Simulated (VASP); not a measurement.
# Ag (R-3m) in VASP: notebook

The runs below take Ag through single point, with PBEsol.

Everything below comes from runs of VASP 6.6.1. Logs are shortened: lines on timing, memory, paths and dates and some standing lists are left out, and cuts for length are marked.

## (1) The cell of the first run

It takes space group R-3m (No. 166, trigonal). Conventional cell: a = 2.918 Å, b = 2.918 Å, c = 6.936 Å, α = 90.00°, β = 90.00°, γ = 120.00°. Within 3.8 Å of Ag (site symmetry -3m) lie 12 Ag at 2.86 to 2.92 Å.

## (2) Single point, PBEsol (equal xy, yz and zx shear strains of -2 %)

File INCAR:

```
SYSTEM = Ag
ALGO = Normal
EDIFF = 1E-7
ENCUT = 520
GGA = PS
ISIF = 2
ISMEAR = -1
LASPH = .TRUE.
LCHARG = .TRUE.
LELF = .TRUE.
LREAL = .FALSE.
LVHAR = .TRUE.
LWAVE = .FALSE.
NBANDS = 12
NELM = 60
PREC = Accurate
SIGMA = 0.03
```

File KPOINTS:

```
k-points
0
G
  15 15 15
  0 0 0
```

File POSCAR:

```
Ag
1.0
   -0.0408620000      2.0226690000      2.0226690000
    2.0226690000     -0.0408620000      2.0226690000
    2.0226690000      2.0226690000     -0.0408620000
Ag
1
Direct
    0.0000000000      0.0000000000      0.0000000000
```

Potentials or basis: VASP PAW PBE potentials, release 64 (Ag).

Command:

```
$ cat potpaw_PBE.64/Ag/POTCAR > POTCAR
$ mpirun -np 1 vasp_std > vasp.out
```

OUTCAR:

```text
SYSTEM = Ag
   EDIFF = 1E-7
   ENCUT = 520
   GGA = PS
   ISIF = 2
   ISMEAR = -1
   LASPH = .TRUE.
   LREAL = .FALSE.
   NELM = 60
   PREC = Accurate

 ion  position               nearest neighbor table
   1  0.000  0.000  0.000-

  LATTYP: Found a trigonal (rhomboedric) cell.
 ALAT       =     2.8607777736
 COS(alpha) =     0.4797000918

  Lattice vectors:

 A1 = (  -0.0408620000,   2.0226690000,   2.0226690000)
 A2 = (   2.0226690000,  -0.0408620000,   2.0226690000)
 A3 = (   2.0226690000,   2.0226690000,  -0.0408620000)

Analysis of symmetry for initial positions (statically):
=====================================================================
 Subroutine PRICEL returns:
 Original cell was already a primitive cell.

 Routine SETGRP: Setting up the symmetry group for a
 trigonal (rhombohedral) supercell.

 Subroutine GETGRP returns: Found 12 space group operations
 (whereof 12 operations were pure point group operations)
 out of a pool of 12 trial point group operations.

The static configuration has the point symmetry D_3d.

Analysis of symmetry for dynamics (positions and initial velocities):
=====================================================================
 Subroutine PRICEL returns:
 Original cell was already a primitive cell.

 Routine SETGRP: Setting up the symmetry group for a
 trigonal (rhombohedral) supercell.

 Subroutine GETGRP returns: Found 12 space group operations
 (whereof 12 operations were pure point group operations)
 out of a pool of 12 trial point group operations.

The dynamic configuration has the point symmetry D_3d.

 Subroutine INISYM returns: Found 12 space group operations
 (whereof 12 operations are pure point group operations),
 and found     1 'primitive' translations

----------------------------------------------------------------------------------------

                                     Primitive cell

  volume of cell :      17.0517

  direct lattice vectors                    reciprocal lattice vectors
    -0.040862000  2.022669000  2.022669000    -0.239830639  0.244775601  0.244775601
     2.022669000 -0.040862000  2.022669000     0.244775601 -0.239830639  0.244775601
     2.022669000  2.022669000 -0.040862000     0.244775601  0.244775601 -0.239830639

  length of vectors
     2.860777774  2.860777774  2.860777774     0.421128158  0.421128158  0.421128158

  position of ions in fractional coordinates (direct lattice)
     0.000000000  0.000000000  0.000000000

  ion indices of the primitive-cell ions
   primitive index   ion index
                 1           1

----------------------------------------------------------------------------------------

 KPOINTS: k-points

Automatic generation of k-mesh.
 Grid dimensions read from file:
 generate k-points for:   15   15   15

 Generating k-lattice:

  Cartesian coordinates                     Fractional coordinates (reciprocal lattice)
    -0.015988709  0.016318373  0.016318373     0.066666667 -0.000000000 -0.000000000
     0.016318373 -0.015988709  0.016318373    -0.000000000  0.066666667 -0.000000000
     0.016318373  0.016318373 -0.015988709    -0.000000000 -0.000000000  0.066666667

  Length of vectors
     0.028075211  0.028075211  0.028075211

  Shift w.r.t. Gamma in fractional coordinates (k-lattice)
     0.000000000  0.000000000  0.000000000

 Subroutine IBZKPT returns following result:
 ===========================================

 Found    344 irreducible k-points:

 Following reciprocal coordinates:
            Coordinates               Weight
  0.000000  0.000000  0.000000      1.000000
  0.066667 -0.000000 -0.000000      6.000000
  0.133333  0.000000  0.000000      6.000000
  0.200000  0.000000 -0.000000      6.000000
  0.266667  0.000000  0.000000      6.000000
  0.333333  0.000000 -0.000000      6.000000
[... 16 lines left out ...]
  0.133333  0.133333  0.000000      6.000000
  0.200000  0.133333 -0.000000     12.000000
 [... further k-points ...]
   k-points           NKPTS =    344   k-points in BZ     NKDIM =    344   number of bands    NBANDS=     12
   number of dos      NEDOS =    301   number of ions     NIONS =      1
   total plane-waves  NPLWV =  13824
   dimension x,y,z NGX =    24 NGY =   24 NGZ =   24
   dimension x,y,z NGXF=    48 NGYF=   48 NGZF=   48
   ions per type =               1
   NGX,Y,Z   is equivalent  to a cutoff of  13.95, 13.95, 13.95 a.u.
   NGXF,Y,Z  is equivalent  to a cutoff of  27.89, 27.89, 27.89 a.u.
 SYSTEM =  Ag
   PREC   = accura    normal or accurate (medium, high low for compatibility)
   ISTART =      0    job   : 0-new  1-cont  2-samecut
   ICHARG =      2    charge: 1-file 2-atom 10-const
   ISPIN  =      1    spin polarized calculation?
   LNONCOLLINEAR =      F non collinear calculations
   LSORBIT =      F    spin-orbit coupling
   LASPH  =      T    aspherical Exc in radial PAW
   ENCUT  =  520.0 eV  38.22 Ry    6.18 a.u.   5.32  5.32  5.32*2*pi/ulx,y,z
   NELM   =     60;   NELMIN=  2; NELMDL= -5     # of ELM steps
   EDIFF  = 0.1E-06   stopping-criterion for ELM
   LREAL  =      F    real-space projection
   EDIFFG = 0.1E-05   stopping-criterion for IOM
   NSW    =      0    number of steps for IOM
   IBRION =     -1    ionic relax: 0-MD 1-quasi-New 2-CG
   NFREE  =      0    steps in history (QN), initial steepest desc. (CG)
   ISIF   =      2    stress and relaxation
   ISYM   =      2    0-nonsym 1-usesym 2-fastsym
   POTIM  = 0.5000    time-step for ionic-motion
   TEBEG  =    0.0;   TEEND  =   0.0 temperature during run
   PSTRESS=    0.0 pullay stress
   NELECT =      11.0000    total number of electrons
   NUPDOWN=      -1.0000    fix difference up-down
   EMIN   =  10.00;   EMAX   =-10.00  energy-range for DOS
   EFERMI =   0.00;   METHOD = LEGACY
   ISMEAR =    -1;   SIGMA  =   0.03  broadening in eV -4-tet -1-fermi 0-gaus
   EFERMI_NEDOS =   21; number of points for ismear=-14 and -15
   IALGO  =     38    algorithm
   IMIX   =      4    mixing-type and parameters
     AMIX     =   0.40;   BMIX     =  1.00
     AMIX_MAG =   1.60;   BMIX_MAG =  1.00
  volume/ion in A,a.u.               =      17.05       115.07
  Fermi-wavevector in a.u.,A,eV,Ry     =   1.414544  2.673101 27.224374  2.000935
  Thomas-Fermi vector in A             =   2.536075
   LORBIT       =      0    0 simple, 1 ext, 2 COOP (PROOUT), +10 PAW based schemes
   GGA     = PS    functional components
   LHFCALC =     F    Hartree Fock is set to
   AEXX    =    0.0000 exact exchange contribution
   IVDW    =     0    specifies the selected vdW correction
   LEPSILON=     F    determine dielectric tensor
   LRPA    =     F    only Hartree local field effects (RPA)
 non-spin polarized calculation
  energy-cutoff  :      520.00
  volume of cell :       17.05
 maximum number of plane-waves:       483
 NGX is ok and might be reduce to    24
   NGX = 11   NGY = 11   NGZ = 11

 number of electron      10.9999999 magnetization

 Free energy of the ion-electron system (eV)
  ---------------------------------------------------
  ext. energy  EPLUGINS =         0.00000000
  ---------------------------------------------------
  free energy    TOTEN  =        -3.30104681 eV

  energy without entropy =       -3.30000043  energy(sigma->0) =       -3.30052362

 E-fermi :   8.3267     XC(G=0): -12.4114

 val. band max:        8.3150829846   @ k =   0.4667   0.4000   0.0667
 cond. band min:       8.3386236237   @ k =  -0.2667  -0.2667   0.2000
 fundamental gap:      0.0235406391
 Fermi energy:         8.3267023421

 k-point     1 :       0.0000    0.0000    0.0000
  band No.  band energies     occupation
      1       0.4003      2.00000
      2       3.3830      2.00000
      3       3.3830      2.00000
      4       3.5882      2.00000
      5       4.5118      2.00000
      6       4.5118      2.00000
      7      24.1790      0.00000
      8      27.4508      0.00000
      9      27.4508      0.00000
     10      28.5209      0.00000
     11      32.5322      0.00000
     12      33.4274      0.00000

 k-point     2 :       0.0667   -0.0000   -0.0000
  band No.  band energies     occupation
      1       0.5367      2.00000
      2       3.3632      2.00000
      3       3.4142      2.00000
      4       3.6180      2.00000
      5       4.4992      2.00000
      6       4.4996      2.00000
      7      24.1691      0.00000
      8      26.4306      0.00000
      9      27.5223      0.00000
     10      28.5031      0.00000
     11      32.5194      0.00000
     12      33.2437      0.00000

 k-point     3 :       0.1333    0.0000    0.0000
  band No.  band energies     occupation
      1       0.9231      2.00000
      2       3.3176      2.00000
      3       3.4872      2.00000
      4       3.7025      2.00000
      5       4.4840      2.00000
      6       4.4852      2.00000
      7      23.3178      0.00000
      8      25.2235      0.00000
      9      27.6856      0.00000
     10      28.5765      0.00000
     11      31.4969      0.00000
     12      32.6516      0.00000
[... 286 lines left out ...]
 k-point    23 :       0.1333    0.1333    0.0000
  band No.  band energies     occupation
      1       1.1133      2.00000
      2       3.1669      2.00000
      3       3.6596      2.00000
      4       3.7853      2.00000
      5       4.2600      2.00000
      6       4.6304      2.00000
      7      24.4033      0.00000
      8      25.6668      0.00000
      9      25.7704      0.00000
     10      26.5967      0.00000
     11      32.0265      0.00000
     12      33.2337      0.00000

 k-point    24 :       0.2000    0.1333   -0.0000
  band No.  band energies     occupation
      1       1.5356      2.00000
      2       3.0536      2.00000
      3       3.7469      2.00000
      4       3.9221      2.00000
      5       4.2514      2.00000
      6       4.7013      2.00000
      7      23.0191      0.00000
      8      24.8642      0.00000
      9      25.7807      0.00000
     10      26.5593      0.00000
     11      30.3495      0.00000
     12      33.3029      0.00000

 [... further k-points ...]

------------------------ aborting loop because EDIFF is reached ----------------------------------------

  FORCE on cell =-STRESS in cart. coord.  units (eV):
  Direction    XX          YY          ZZ          XY          YZ          ZX
  --------------------------------------------------------------------------------------
  -------------------------------------------------------------------------------------
  Total       -0.2922062     -0.2922062     -0.2922062      0.0577723      0.0577723      0.0577723
  in kB      -27.4556897    -27.4556897    -27.4556897      5.4282822      5.4282822      5.4282822
  external PRESSURE =     -27.4556897 kB  Pullay stress =       0.0000000 kB

 VOLUME and BASIS-vectors are now :
 -----------------------------------------------------------------------------
  energy-cutoff  :      520.00
  volume of cell :       17.05
      direct lattice vectors                 reciprocal lattice vectors
    -0.040862000  2.022669000  2.022669000    -0.239830639  0.244775601  0.244775601
     2.022669000 -0.040862000  2.022669000     0.244775601 -0.239830639  0.244775601
     2.022669000  2.022669000 -0.040862000     0.244775601  0.244775601 -0.239830639

 POSITION                                       TOTAL-FORCE (eV/Angst)
 -----------------------------------------------------------------------------------
      0.00000      0.00000      0.00000         0.000000     -0.000000      0.000000
 -----------------------------------------------------------------------------------
    total drift:                                0.000000      0.000000     -0.000000

  FREE ENERGIE OF THE ION-ELECTRON SYSTEM (eV)
  ---------------------------------------------------
  free  energy   TOTEN  =        -3.3010468088 eV

  energy  without entropy=       -3.3000004252  energy(sigma->0) =       -3.30052362
```

It took 43 s on 1 thread of Intel Xeon Platinum 8375C at 2.90GHz (Ice Lake), shared host; peak memory 0.19 GiB.

Results:

```
Free energy : -3.3010 eV
Pressure    : -2.7 GPa
```

Stress tensor (GPa, compression positive):
```
-2.75  0.54  0.54
 0.54 -2.75  0.54
 0.54  0.54 -2.75
```

Caveat: the cell differs from its parent crystal (equal xy, yz and zx shear strains of -2 %); the PAW data sets were made with another functional, which shifts forces and pressure a little.

## (3) Single point, PBEsol (equal xy, yz and zx shear strains of -1 %)

File INCAR:

```
PREC = Accurate
ENCUT = 520
EDIFF = 1E-7
ISMEAR = -1
SIGMA = 0.03
LREAL = F
LASPH = T
NELM = 80
ALGO = Normal
ISIF = 2
LWAVE = F
LCHARG = F
GGA = PS
NBANDS = 12
```

File KPOINTS:

```
Automatic mesh
0
Gamma
  15 15 15
```

File POSCAR:

```
Ag
1.0
   -0.0204310000      2.0328845000      2.0328845000
    2.0328845000     -0.0204310000      2.0328845000
    2.0328845000      2.0328845000     -0.0204310000
Ag
1
Direct
    0.0000000000      0.0000000000      0.0000000000
```

Potentials or basis: VASP PAW PBE potentials, release 64 (Ag).

Command:

```
$ cat potpaw_PBE.64/Ag/POTCAR > POTCAR
$ mpirun -np 1 vasp_std > vasp.out
```

It took 40 s on 1 thread of Intel Xeon Platinum 8375C at 2.90GHz (Ice Lake), shared host; peak memory 0.19 GiB.

Results (log left out):

```
Free energy : -3.3022 eV
Pressure    : -2.9 GPa
```

Stress tensor (GPa, compression positive):
```
-2.91  0.19  0.19
 0.19 -2.91  0.19
 0.19  0.19 -2.91
```

Levels at points of the mesh, in eV from the Fermi level:
| k point | band 4 | band 5 | band 6 | band 7 | band 8 | band 9 |
| --- | --- | --- | --- | --- | --- | --- |
| (0.00, 0.00, 0.00) | -4.83 | -3.85 | -3.85 | 15.86 | 19.27 | 19.27 |

Caveat: the cell differs from its parent crystal (equal xy, yz and zx shear strains of -1 %); the PAW data sets were made with another functional, which shifts forces and pressure a little.
